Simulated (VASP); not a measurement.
# Ca (Fd-3m) in VASP: single point with PBEsol

Aim: the single point of Ca with PBEsol.

All numbers are computed with VASP 6.6.1; they aren't measurements. Logs are shortened: lines on timing, memory, paths and dates and some standing lists are left out, and cuts for length are marked.

## Step 1: The cell of the first run

Symmetry: Fd-3m, No. 227, cubic system. The conventional cell has a = 8.220 Å, b = 8.220 Å, c = 8.220 Å, α = 90.00°, β = 90.00°, γ = 90.00°. Within 4.7 Å of Ca (site symmetry -43m) lie 4 Ca at 3.56 Å.

## Step 2: Single point, PBEsol

The input, INCAR:

```
ALGO = Normal
EDIFF = 1E-6
ENCUT = 520
GGA = PS
ISIF = 2
ISMEAR = -1
LASPH = T
LCHARG = F
LREAL = F
LWAVE = F
NBANDS = 17
NELM = 80
PREC = Accurate
SIGMA = 0.08
```

The input, KPOINTS:

```
k-points
0
Gamma
  9 9 9
```

The input, POSCAR:

```
Ca
1.0
    0.0000000000      4.1098847311      4.1098847311
    4.1098847311      0.0000000000      4.1098847311
    4.1098847311      4.1098847311      0.0000000000
Ca
2
Direct
   -0.1250000000     -0.1250000000     -0.1250000000
    0.1250000000      0.1250000000      0.1250000000
```

Potentials or basis: VASP PAW PBE potentials, release 64 (Ca_sv).

The run is started by

```
$ cat potpaw_PBE.64/Ca_sv/POTCAR > POTCAR
$ mpirun -np 1 vasp_std > vasp.out
```

OUTCAR:

```text
EDIFF = 1E-6
   ENCUT = 520
   GGA = PS
   ISIF = 2
   ISMEAR = -1
   LASPH = T
   LREAL = F
   NELM = 80
   PREC = Accurate

 ion  position               nearest neighbor table
   1  0.875  0.875  0.875-
   2  0.125  0.125  0.125-

  LATTYP: Found a face centered cubic cell.
 ALAT       =     8.2197694622

  Lattice vectors:

 A1 = (   0.0000000000,   4.1098847311,   4.1098847311)
 A2 = (   4.1098847311,   0.0000000000,   4.1098847311)
 A3 = (   4.1098847311,   4.1098847311,   0.0000000000)

Analysis of symmetry for initial positions (statically):
=====================================================================
 Subroutine PRICEL returns:
 Original cell was already a primitive cell.

 Routine SETGRP: Setting up the symmetry group for a
 face centered cubic supercell.

 Subroutine GETGRP returns: Found 48 space group operations
 (whereof 12 operations were pure point group operations)
 out of a pool of 48 trial point group operations.

The static configuration has the point symmetry D_3d.
 The point group associated with its full space group is O_h .

Analysis of symmetry for dynamics (positions and initial velocities):
=====================================================================
 Subroutine PRICEL returns:
 Original cell was already a primitive cell.

 Routine SETGRP: Setting up the symmetry group for a
 face centered cubic supercell.

 Subroutine GETGRP returns: Found 48 space group operations
 (whereof 12 operations were pure point group operations)
 out of a pool of 48 trial point group operations.

The dynamic configuration has the point symmetry D_3d.
 The point group associated with its full space group is O_h .

 Subroutine INISYM returns: Found 48 space group operations
 (whereof 12 operations are pure point group operations),
 and found     1 'primitive' translations

----------------------------------------------------------------------------------------

                                     Primitive cell

  volume of cell :     138.8414

  direct lattice vectors                    reciprocal lattice vectors
     0.000000000  4.109884731  4.109884731    -0.121657913  0.121657913  0.121657913
     4.109884731  0.000000000  4.109884731     0.121657913 -0.121657913  0.121657913
     4.109884731  4.109884731  0.000000000     0.121657913  0.121657913 -0.121657913

  length of vectors
     5.812254727  5.812254727  5.812254727     0.210717687  0.210717687  0.210717687

  position of ions in fractional coordinates (direct lattice)
     0.875000000  0.875000000  0.875000000
     0.125000000  0.125000000  0.125000000

  ion indices of the primitive-cell ions
   primitive index   ion index
                 1           1
                 2           2

----------------------------------------------------------------------------------------

 KPOINTS: k-points

Automatic generation of k-mesh.
 Grid dimensions read from file:
 generate k-points for:    9    9    9

 Generating k-lattice:

  Cartesian coordinates                     Fractional coordinates (reciprocal lattice)
    -0.013517546  0.013517546  0.013517546     0.111111111  0.000000000  0.000000000
     0.013517546 -0.013517546  0.013517546     0.000000000  0.111111111  0.000000000
     0.013517546  0.013517546 -0.013517546     0.000000000  0.000000000  0.111111111

  Length of vectors
     0.023413076  0.023413076  0.023413076

  Shift w.r.t. Gamma in fractional coordinates (k-lattice)
     0.000000000  0.000000000  0.000000000

 Subroutine IBZKPT returns following result:
 ===========================================

 Found     35 irreducible k-points:

 Following reciprocal coordinates:
            Coordinates               Weight
  0.000000  0.000000  0.000000      1.000000
  0.111111  0.000000  0.000000      8.000000
  0.222222  0.000000  0.000000      8.000000
  0.333333  0.000000  0.000000      8.000000
  0.444444  0.000000  0.000000      8.000000
  0.111111  0.111111  0.000000      6.000000
[... 16 lines left out ...]
 -0.333333  0.333333  0.000000     12.000000
  0.444444  0.444444  0.000000      6.000000
 [... further k-points ...]
   k-points           NKPTS =     35   k-points in BZ     NKDIM =     35   number of bands    NBANDS=     17
   number of dos      NEDOS =    301   number of ions     NIONS =      2
   total plane-waves  NPLWV = 110592
   dimension x,y,z NGX =    48 NGY =   48 NGZ =   48
   dimension x,y,z NGXF=    96 NGYF=   96 NGZF=   96
   ions per type =               2
   NGX,Y,Z   is equivalent  to a cutoff of  13.73, 13.73, 13.73 a.u.
   NGXF,Y,Z  is equivalent  to a cutoff of  27.46, 27.46, 27.46 a.u.
 SYSTEM =  unknown system
   PREC   = accura    normal or accurate (medium, high low for compatibility)
   ISTART =      0    job   : 0-new  1-cont  2-samecut
   ICHARG =      2    charge: 1-file 2-atom 10-const
   ISPIN  =      1    spin polarized calculation?
   LNONCOLLINEAR =      F non collinear calculations
   LSORBIT =      F    spin-orbit coupling
   LASPH  =      T    aspherical Exc in radial PAW
   ENCUT  =  520.0 eV  38.22 Ry    6.18 a.u.  10.81 10.81 10.81*2*pi/ulx,y,z
   NELM   =     80;   NELMIN=  2; NELMDL= -5     # of ELM steps
   EDIFF  = 0.1E-05   stopping-criterion for ELM
   LREAL  =      F    real-space projection
   EDIFFG = 0.1E-04   stopping-criterion for IOM
   NSW    =      0    number of steps for IOM
   IBRION =     -1    ionic relax: 0-MD 1-quasi-New 2-CG
   NFREE  =      0    steps in history (QN), initial steepest desc. (CG)
   ISIF   =      2    stress and relaxation
   ISYM   =      2    0-nonsym 1-usesym 2-fastsym
   POTIM  = 0.5000    time-step for ionic-motion
   TEBEG  =    0.0;   TEEND  =   0.0 temperature during run
   PSTRESS=    0.0 pullay stress
   NELECT =      20.0000    total number of electrons
   NUPDOWN=      -1.0000    fix difference up-down
   EMIN   =  10.00;   EMAX   =-10.00  energy-range for DOS
   EFERMI =   0.00;   METHOD = LEGACY
   ISMEAR =    -1;   SIGMA  =   0.08  broadening in eV -4-tet -1-fermi 0-gaus
   EFERMI_NEDOS =   21; number of points for ismear=-14 and -15
   IALGO  =     38    algorithm
   IMIX   =      4    mixing-type and parameters
     AMIX     =   0.40;   BMIX     =  1.00
     AMIX_MAG =   1.60;   BMIX_MAG =  1.00
  volume/ion in A,a.u.               =      69.42       468.47
  Fermi-wavevector in a.u.,A,eV,Ry     =   0.858180  1.621726 10.020328  0.736473
  Thomas-Fermi vector in A             =   1.975346
   LORBIT       =      0    0 simple, 1 ext, 2 COOP (PROOUT), +10 PAW based schemes
   GGA     = PS    functional components
   LHFCALC =     F    Hartree Fock is set to
   AEXX    =    0.0000 exact exchange contribution
   IVDW    =     0    specifies the selected vdW correction
   LEPSILON=     F    determine dielectric tensor
   LRPA    =     F    only Hartree local field effects (RPA)
 non-spin polarized calculation
  energy-cutoff  :      520.00
  volume of cell :      138.84
 maximum number of plane-waves:      3765
 NGX is ok and might be reduce to    48
   NGX = 21   NGY = 21   NGZ = 21

 number of electron      20.0000000 magnetization

 Free energy of the ion-electron system (eV)
  ---------------------------------------------------
  ext. energy  EPLUGINS =         0.00000000
  ---------------------------------------------------
  free energy    TOTEN  =        -2.07341991 eV

  energy without entropy =       -1.99781462  energy(sigma->0) =       -2.03561727

 E-fermi :   0.1652     XC(G=0):  -6.2533

 val. band max:        0.1629988071   @ k =  -0.2222   0.2222   0.0000
 cond. band min:       0.1758548825   @ k =  -0.2222   0.3333   0.1111
 fundamental gap:      0.0128560754
 Fermi energy:         0.1651681285

 k-point     1 :       0.0000    0.0000    0.0000
  band No.  band energies     occupation
      1     -42.6778      2.00000
      2     -42.6477      2.00000
      3     -23.7564      2.00000
      4     -23.7564      2.00000
      5     -23.7564      2.00000
      6     -23.6620      2.00000
[... 9 lines left out ...]
     16       1.6831      0.00000
     17       1.6831      0.00000

 k-point     2 :       0.1111    0.0000    0.0000
  band No.  band energies     occupation
      1     -42.6772      2.00000
      2     -42.6483      2.00000
      3     -23.7576      2.00000
      4     -23.7576      2.00000
      5     -23.7559      2.00000
      6     -23.6627      2.00000
[... 9 lines left out ...]
     16       1.6869      0.00000
     17       1.6869      0.00000

 k-point     3 :       0.2222    0.0000    0.0000
  band No.  band energies     occupation
      1     -42.6753      2.00000
      2     -42.6502      2.00000
      3     -23.7604      2.00000
      4     -23.7604      2.00000
      5     -23.7545      2.00000
      6     -23.6645      2.00000
[... 9 lines left out ...]
     16       1.7318      0.00000
     17       1.7318      0.00000

 k-point     4 :       0.3333    0.0000    0.0000
  band No.  band energies     occupation
      1     -42.6727      2.00000
      2     -42.6528      2.00000
      3     -23.7634      2.00000
      4     -23.7634      2.00000
      5     -23.7529      2.00000
      6     -23.6667      2.00000
[... 9 lines left out ...]
     16       1.8671      0.00000
     17       1.8671      0.00000
[... 343 lines left out ...]
      1     -42.6656      2.00000
      2     -42.6599      2.00000
      3     -23.7755      2.00000
      4     -23.7721      2.00000
      5     -23.7223      2.00000
      6     -23.6975      2.00000
[... 9 lines left out ...]
     16       1.9353      0.00000
     17       1.9894      0.00000

 k-point    23 :      -0.3333    0.3333    0.0000
  band No.  band energies     occupation
      1     -42.6665      2.00000
      2     -42.6590      2.00000
      3     -23.7760      2.00000
      4     -23.7701      2.00000
      5     -23.7273      2.00000
      6     -23.6924      2.00000
[... 9 lines left out ...]
     16       1.8880      0.00000
     17       2.1715      0.00000

 k-point    24 :       0.4444    0.4444    0.0000
  band No.  band energies     occupation
      1     -42.6654      2.00000
      2     -42.6601      2.00000
      3     -23.7741      2.00000
      4     -23.7741      2.00000
      5     -23.7182      2.00000
      6     -23.7019      2.00000
[... 9 lines left out ...]
     16       1.7426      0.00000
     17       1.8823      0.00000

 [... further k-points ...]

------------------------ aborting loop because EDIFF is reached ----------------------------------------

  FORCE on cell =-STRESS in cart. coord.  units (eV):
  Direction    XX          YY          ZZ          XY          YZ          ZX
  --------------------------------------------------------------------------------------
  -------------------------------------------------------------------------------------
  Total        0.3108167      0.3108167      0.3108167     -0.0000000      0.0000000     -0.0000000
  in kB        3.5867080      3.5867080      3.5867080     -0.0000000      0.0000000     -0.0000000
  external PRESSURE =       3.5867080 kB  Pullay stress =       0.0000000 kB

 VOLUME and BASIS-vectors are now :
 -----------------------------------------------------------------------------
  energy-cutoff  :      520.00
  volume of cell :      138.84
      direct lattice vectors                 reciprocal lattice vectors
     0.000000000  4.109884731  4.109884731    -0.121657913  0.121657913  0.121657913
     4.109884731  0.000000000  4.109884731     0.121657913 -0.121657913  0.121657913
     4.109884731  4.109884731  0.000000000     0.121657913  0.121657913 -0.121657913

 POSITION                                       TOTAL-FORCE (eV/Angst)
 -----------------------------------------------------------------------------------
      7.19230      7.19230      7.19230         0.000000      0.000000      0.000000
      1.02747      1.02747      1.02747         0.000000     -0.000000     -0.000000
 -----------------------------------------------------------------------------------
    total drift:                                0.000000      0.000000      0.000000

  FREE ENERGIE OF THE ION-ELECTRON SYSTEM (eV)
  ---------------------------------------------------
  free  energy   TOTEN  =        -2.0734199130 eV

  energy  without entropy=       -1.9978146245  energy(sigma->0) =       -2.03561727
```

It took 95 s on 1 thread of Intel Xeon Platinum 8375C at 2.90GHz (Ice Lake), shared host; peak memory 0.33 GiB.

Results:

- Free energy: -2.0734 eV
- Pressure: 0.4 GPa
- Band gap on the k mesh: zero (band 10 reaches 0.85 eV, above the bottom of band 11 at -0.05 eV)

Caveat: the PAW data sets were made with another functional, which shifts forces and pressure a little.
